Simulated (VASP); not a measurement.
# MnO2 (P-3m1) in VASP: a series of runs, part 2 of 2

VASP 6.6.1.

### 4 Relaxation of the atoms, PBEsol, collinear spin, ferromagnetic start

This run uses another cell than the first one, of 11.06 Å³/atom.

File INCAR:

```
SYSTEM = MnO2
PREC = Accurate ; ENCUT = 520
EDIFF = 1E-6 ; ISMEAR = -1
SIGMA = 0.05 ; LREAL = .False.
LASPH = .True. ; NELM = 150
ALGO = Normal ; ISIF = 2
LWAVE = .False. ; LCHARG = .False.
ISPIN = 2 ; MAGMOM = 4 0 0
LORBIT = 11 ; LMAXMIX = 4
GGA = PS ; IBRION = 2
NSW = 60 ; EDIFFG = -0.01
LUSENCCL = .False.
```

File KPOINTS:

```
regular mesh
0
Gamma
  9 9 5
  0 0 0
```

File POSCAR:

```
MnO2
1.0
    2.8565781804      0.0000000000      0.0000000000
   -1.4282890902      2.4738692722      0.0000000000
    0.0000000000      0.0000000000      4.6934015401
Mn O
1 2
Direct
    0.0000000000      0.0000000000      0.5000000000
    0.3333333333      0.6666666667      0.7062925700
    0.6666666667      0.3333333333      0.2937074300
```

Potentials or basis: VASP PAW PBE potentials, release 64 (Mn_pv, O).

Run with:

```
cat potpaw_PBE.64/Mn_pv/POTCAR potpaw_PBE.64/O/POTCAR > POTCAR
mpirun -np 1 vasp_std > vasp.out
```

OUTCAR:

```text
SYSTEM = MnO2
   PREC = Accurate
   ENCUT = 520
   EDIFF = 1E-6
   ISMEAR = -1
   LREAL = .False.
   LASPH = .True.
   NELM = 150
   ISIF = 2
   ISPIN = 2
   LORBIT = 11
   GGA = PS
   IBRION = 2
   NSW = 60
   EDIFFG = -0.01

 ion  position               nearest neighbor table
   1  0.000  0.000  0.500-   2 1.91   3 1.91   3 1.91   2 1.91   3 1.91   2 1.91
   2  0.333  0.667  0.706-   1 1.91   1 1.91   1 1.91
   3  0.667  0.333  0.294-   1 1.91   1 1.91   1 1.91

  LATTYP: Found a hexagonal cell.
 ALAT       =     2.8565781804
 C/A-ratio  =     1.6430152594

  Lattice vectors:

 A1 = (   2.8565781804,   0.0000000000,   0.0000000000)
 A2 = (  -1.4282890902,   2.4738692722,   0.0000000000)
 A3 = (   0.0000000000,   0.0000000000,   4.6934015401)

Analysis of symmetry for initial positions (statically):
=====================================================================
 Subroutine PRICEL returns:
 Original cell was already a primitive cell.

 Routine SETGRP: Setting up the symmetry group for a
 hexagonal supercell.

 Subroutine GETGRP returns: Found 12 space group operations
 (whereof 12 operations were pure point group operations)
 out of a pool of 24 trial point group operations.

The static configuration has the point symmetry D_3d.

Analysis of symmetry for dynamics (positions and initial velocities):
=====================================================================
 Subroutine PRICEL returns:
 Original cell was already a primitive cell.

 Routine SETGRP: Setting up the symmetry group for a
 hexagonal supercell.

 Subroutine GETGRP returns: Found 12 space group operations
 (whereof 12 operations were pure point group operations)
 out of a pool of 24 trial point group operations.

The dynamic configuration has the point symmetry D_3d.

Analysis of structural, dynamic, and magnetic symmetry:
=====================================================================
 Subroutine PRICEL returns:
 Original cell was already a primitive cell.

 Routine SETGRP: Setting up the symmetry group for a
 hexagonal supercell.

 Subroutine GETGRP returns: Found 12 space group operations
 (whereof 12 operations were pure point group operations)
 out of a pool of 24 trial point group operations.

The overall configuration has the point symmetry D_3d.

 Subroutine INISYM returns: Found 12 space group operations
 (whereof 12 operations are pure point group operations),
 and found     1 'primitive' translations

----------------------------------------------------------------------------------------

                                     Primitive cell

  volume of cell :      33.1673

  direct lattice vectors                    reciprocal lattice vectors
     2.856578180  0.000000000  0.000000000     0.350069187  0.202112539 -0.000000000
    -1.428289090  2.473869272  0.000000000     0.000000000  0.404225078  0.000000000
     0.000000000  0.000000000  4.693401540     0.000000000 -0.000000000  0.213065085

  length of vectors
     2.856578180  2.856578180  4.693401540     0.404225078  0.404225078  0.213065085

  position of ions in fractional coordinates (direct lattice)
     0.000000000  0.000000000  0.500000000
     0.333333333  0.666666667  0.706292570
     0.666666667  0.333333333  0.293707430

  ion indices of the primitive-cell ions
   primitive index   ion index
                 1           1
                 2           2
[... 61 lines left out ...]
   NGX,Y,Z   is equivalent  to a cutoff of  13.97, 13.97, 12.75 a.u.
   NGXF,Y,Z  is equivalent  to a cutoff of  27.93, 27.93, 25.50 a.u.
 SYSTEM =  MnO2
   PREC   = accura    normal or accurate (medium, high low for compatibility)
   ISTART =      0    job   : 0-new  1-cont  2-samecut
   ICHARG =      2    charge: 1-file 2-atom 10-const
   ISPIN  =      2    spin polarized calculation?
   LNONCOLLINEAR =      F non collinear calculations
   LSORBIT =      F    spin-orbit coupling
   LASPH  =      T    aspherical Exc in radial PAW
   ENCUT  =  520.0 eV  38.22 Ry    6.18 a.u.   5.31  5.31  8.73*2*pi/ulx,y,z
   NELM   =    150;   NELMIN=  2; NELMDL= -5     # of ELM steps
   EDIFF  = 0.1E-05   stopping-criterion for ELM
   LREAL  =      F    real-space projection
   EDIFFG = -.1E-01   stopping-criterion for IOM
   NSW    =     60    number of steps for IOM
   IBRION =      2    ionic relax: 0-MD 1-quasi-New 2-CG
   NFREE  =      1    steps in history (QN), initial steepest desc. (CG)
   ISIF   =      2    stress and relaxation
   ISYM   =      2    0-nonsym 1-usesym 2-fastsym
   POTIM  = 0.5000    time-step for ionic-motion
   TEBEG  =    0.0;   TEEND  =   0.0 temperature during run
   PSTRESS=    0.0 pullay stress
   NELECT =      25.0000    total number of electrons
   NUPDOWN=      -1.0000    fix difference up-down
   EMIN   =  10.00;   EMAX   =-10.00  energy-range for DOS
   EFERMI =   0.00;   METHOD = LEGACY
   ISMEAR =    -1;   SIGMA  =   0.05  broadening in eV -4-tet -1-fermi 0-gaus
   EFERMI_NEDOS =   21; number of points for ismear=-14 and -15
   IALGO  =     38    algorithm
   IMIX   =      4    mixing-type and parameters
     AMIX     =   0.40;   BMIX     =  1.00
     AMIX_MAG =   1.60;   BMIX_MAG =  1.00
  volume/ion in A,a.u.               =      11.06        74.61
  Fermi-wavevector in a.u.,A,eV,Ry     =   1.489880  2.815465 30.201432  2.219743
  Thomas-Fermi vector in A             =   2.602733
   LORBIT       =     11    0 simple, 1 ext, 2 COOP (PROOUT), +10 PAW based schemes
   GGA     = PS    functional components
   LHFCALC =     F    Hartree Fock is set to
   AEXX    =    0.0000 exact exchange contribution
   IVDW    =     0    specifies the selected vdW correction
   LEPSILON=     F    determine dielectric tensor
   LRPA    =     F    only Hartree local field effects (RPA)
 conjugate gradient relaxation of ions
 spin polarized calculation
  energy-cutoff  :      520.00
  volume of cell :       33.17
 maximum number of plane-waves:       912
 NGX is ok and might be reduce to    24
   NGX = 11   NGY = 11   NGZ = 17

--------------------------------------- Ionic step        1  -------------------------------------------

 number of electron      24.9999984 magnetization       2.9999010

 Free energy of the ion-electron system (eV)
  ---------------------------------------------------
  ext. energy  EPLUGINS =         0.00000000
  ---------------------------------------------------
  free energy    TOTEN  =       -25.04582054 eV

  energy without entropy =      -25.04580804  energy(sigma->0) =      -25.04581429

------------------------ aborting loop because EDIFF is reached ----------------------------------------

  FORCE on cell =-STRESS in cart. coord.  units (eV):
  Direction    XX          YY          ZZ          XY          YZ          ZX
  --------------------------------------------------------------------------------------
  -------------------------------------------------------------------------------------
  Total       -0.8473155     -0.8473155     -0.7536800      0.0000000      0.0000000      0.0000000
  in kB      -40.9303238    -40.9303238    -36.4071764      0.0000000      0.0000000      0.0000000
  external PRESSURE =     -39.4226080 kB  Pullay stress =       0.0000000 kB
[... 61 lines left out ...]
--------------------------------------- Ionic step        3  -------------------------------------------

 number of electron      24.9999985 magnetization       2.9999510

 Free energy of the ion-electron system (eV)
  ---------------------------------------------------
  ext. energy  EPLUGINS =         0.00000000
  ---------------------------------------------------
  free energy    TOTEN  =       -25.05564834 eV

  energy without entropy =      -25.05562754  energy(sigma->0) =      -25.05563794

 E-fermi :   3.3469     XC(G=0): -10.8914

 val. band max:        2.9817856894   @ k =   0.0000   0.1111   0.4000
 cond. band min:       3.6937532395   @ k =   0.0000   0.0000   0.4000
 fundamental gap:      0.7119675501
 Fermi energy:         3.3469277028

 spin component 1

 k-point     1 :       0.0000    0.0000    0.0000
  band No.  band energies     occupation
      1     -47.2113      1.00000
      2     -47.2113      1.00000
      3     -47.1969      1.00000
      4     -16.6623      1.00000
      5     -14.2987      1.00000
      6      -3.3558      1.00000
[... 493 lines left out ...]
     17      13.0241      0.00000
     18      15.5544      0.00000

 [... further k-points ...]

 spin component 2

 k-point     1 :       0.0000    0.0000    0.0000
  band No.  band energies     occupation
      1     -44.1798      1.00000
      2     -44.1798      1.00000
      3     -44.0120      1.00000
      4     -16.4900      1.00000
      5     -14.1730      1.00000
      6      -2.5079      1.00000
[... 525 lines left out ...]
  FREE ENERGIE OF THE ION-ELECTRON SYSTEM (eV)
  ---------------------------------------------------
  free  energy   TOTEN  =       -25.0556483382 eV

  energy  without entropy=      -25.0556275426  energy(sigma->0) =      -25.05563794

 reached required accuracy - stopping structural energy minimisation

 total charge

# of ion       s       p       d       tot
------------------------------------------
    1        0.362   6.478   4.938  11.778
    2        1.577   3.400   0.000   4.977
    3        1.577   3.400   0.000   4.977
--------------------------------------------------
tot          3.516  13.278   4.938  21.732

 magnetization (x)

# of ion       s       p       d       tot
------------------------------------------
    1        0.031   0.040   2.764   2.835
    2        0.004   0.038   0.000   0.042
    3        0.004   0.038   0.000   0.042
--------------------------------------------------
tot          0.038   0.116   2.764   2.918
```

OSZICAR:

```text
N       E                     dE             d eps       ncg     rms          rms(c)
DAV:   1     0.251199209625E+03    0.25120E+03   -0.15009E+04  3600   0.159E+03
DAV:   2    -0.147411788140E+02   -0.26594E+03   -0.25624E+03  3970   0.424E+02
DAV:   3    -0.320313026700E+02   -0.17290E+02   -0.17196E+02  3888   0.120E+02
[... 24 lines left out ...]
       N       E                     dE             d eps       ncg     rms          rms(c)
DAV:   1    -0.250556072667E+02    0.13597E-04   -0.30804E-02  3612   0.129E+00    0.688E-02
DAV:   2    -0.250556527894E+02   -0.45523E-04   -0.57553E-04  3886   0.191E-01    0.340E-02
DAV:   3    -0.250556514835E+02    0.13059E-05   -0.60511E-05  3908   0.105E-01    0.364E-02
DAV:   4    -0.250556483252E+02    0.31582E-05   -0.12388E-05  3832   0.459E-02    0.140E-02
DAV:   5    -0.250556483382E+02   -0.12967E-07   -0.23449E-06  3046   0.147E-02
   3 F= -.25055648E+02 E0= -.25055638E+02  d E =-.982780E-02  mag=     3.0000
```

Wall time 6.8 min (1 × NVIDIA H100 80GB with 1 thread of AMD EPYC 7R13 (Zen 3), shared host); peak memory 1.2 GiB.

Results:

* Free energy: -25.0556 eV
* Energy gained by relaxing: 3.3 meV/atom
* Ionic steps: 3
* Pressure after relaxing: -0.8 GPa
* Band gap on the k mesh: 0.71 eV (least direct gap 0.77 eV)
* Net moment: 3.00 μB per cell
* Site moments: Mn +2.83; O +0.04 μB
* Valence electrons inside the program's atomic spheres: Mn 11.78; O 4.98

The path:
```
step  energy change (eV)  largest force (eV/Å)  pressure (GPa)
   1              0.0000                0.4332           -3.94
   2             -0.0098                0.0329           -1.03
   3             -0.0098                0.0006           -0.79
```

Final structure:
```
Mn O
1.0
     2.85658    0.00000    0.00000
    -1.42829    2.47387    0.00000
     0.00000    0.00000    4.69340
Mn O
1 2
Direct
  0.00000 0.00000 0.50000
  0.33333 0.66667 0.70148
  0.66667 0.33333 0.29852
```

Caveat: the PAW data sets were made with another functional, which shifts forces and pressure a little; a cell with one magnetic atom can't hold antiferromagnetic order, which such compounds often take. A k mesh can miss the band edges.

### 5 Relaxation of the atoms, PBEsol, collinear spin, ferromagnetic start

This run uses another cell than the first one, of 11.27 Å³/atom.

File INCAR:

```
SYSTEM = MnO2
ALGO = Normal
EDIFF = 1E-6
EDIFFG = -0.01
ENCUT = 520
GGA = PS
IBRION = 2
ISIF = 2
ISMEAR = -1
ISPIN = 2
LASPH = .True.
LCHARG = .False.
LMAXMIX = 4
LORBIT = 11
LREAL = .False.
LUSENCCL = .False.
LWAVE = .False.
MAGMOM = 4 0 0
NELM = 150
NSW = 60
PREC = Accurate
SIGMA = 0.05
```

File KPOINTS:

```
k-points
0
Gamma
  9 9 5
  0 0 0
```

POSCAR, as its differences from that of step 4:

```diff
@@ -4,3 +4,3 @@
    -1.4282890902      2.4738692722      0.0000000000
-    0.0000000000      0.0000000000      4.6934015401
+    0.0000000000      0.0000000000      4.7854290213
 Mn O
```

Run with:

```
cat potpaw_PBE.64/Mn_pv/POTCAR potpaw_PBE.64/O/POTCAR > POTCAR
mpirun -np 1 vasp_std > vasp.out
```

It took 7.3 min on 1 × NVIDIA H100 80GB with 1 thread of AMD EPYC 7R13 (Zen 3), shared host; peak memory 1.2 GiB.

Results (log left out):

- Free energy: -25.0577 eV
- Energy gained by relaxing: 10.8 meV/atom
- Ionic steps: 3
- Pressure after relaxing: -1.0 GPa
- Band gap on the k mesh: 0.73 eV (least direct gap 0.79 eV)
- Net moment: 3.00 μB per cell
- Site moments: Mn +2.83; O +0.04 μB
- Valence electrons inside the program's atomic spheres: Mn 11.78; O 4.98

Stress tensor (GPa, compression positive):
```
-1.50  0.00  0.00
 0.00 -1.50  0.00
 0.00  0.00  0.05
```

The path:
```csv
step,energy change (eV),largest force (eV/Å),pressure (GPa)
1,0.0000,0.7766,-6.39
2,-0.0321,0.0724,-1.43
3,-0.0324,0.0013,-0.98
```

Final structure:
```
Mn O
1.0
     2.85658    0.00000    0.00000
    -1.42829    2.47387    0.00000
     0.00000    0.00000    4.78543
Mn O
1 2
Direct
  0.00000 0.00000 0.50000
  0.33333 0.66667 0.69769
  0.66667 0.33333 0.30231
```

Levels at points of the mesh, in eV from the valence-band top:
Spin up:
| k point | band 12 | band 13 | band 14 | band 15 | band 16 | band 17 |
| --- | --- | --- | --- | --- | --- | --- |
| (0.00, 0.00, 0.00) | -1.45 | -1.35 | -0.31 | 2.87 | 2.87 | 6.88 |
Spin down:
```
           k point  band 7  band 8  band 9  band 10  band 11  band 12  band 13  band 14  band 15  band 16
(0.00, 0.00, 0.00)   -5.11   -5.11   -1.37    -1.37    -1.17     0.73     0.73     2.38     4.23     4.23
```

Caveat: the PAW data sets were made with another functional, which shifts forces and pressure a little; a cell with one magnetic atom can't hold antiferromagnetic order, which such compounds often take.

### 6 The runs side by side

```tsv
cell	gap on the mesh (eV)	pressure (GPa)	moment (μB)
atoms relaxed from a = 2.857, b = 2.857, c = 4.601 Å, angles 90.0, 90.0, 120.0°, 3 atoms	0.69	-0.7	3.00
atoms relaxed from a = 2.857, b = 2.857, c = 4.647 Å, angles 90.0, 90.0, 120.0°, 3 atoms	0.70	-0.7	3.00
atoms relaxed from a = 2.857, b = 2.857, c = 4.693 Å, angles 90.0, 90.0, 120.0°, 3 atoms	0.71	-0.8	3.00
atoms relaxed from a = 2.857, b = 2.857, c = 4.785 Å, angles 90.0, 90.0, 120.0°, 3 atoms	0.73	-1.0	3.00
```

Alike in all rows: task relaxation of the atoms; level PBEsol; potentials or basis VASP PAW PBE potentials, release 64 (Mn_pv, O); spin collinear, ferromagnetic start; k mesh 9 × 9 × 5; cutoff (eV) 520; smearing fermi-dirac 0.05 eV.

Caveats: the PAW data sets were made with another functional, which shifts forces and pressure a little; a cell with one magnetic atom can't hold antiferromagnetic order, which such compounds often take.

Absolute energies hang on the potentials; compare differences alone.
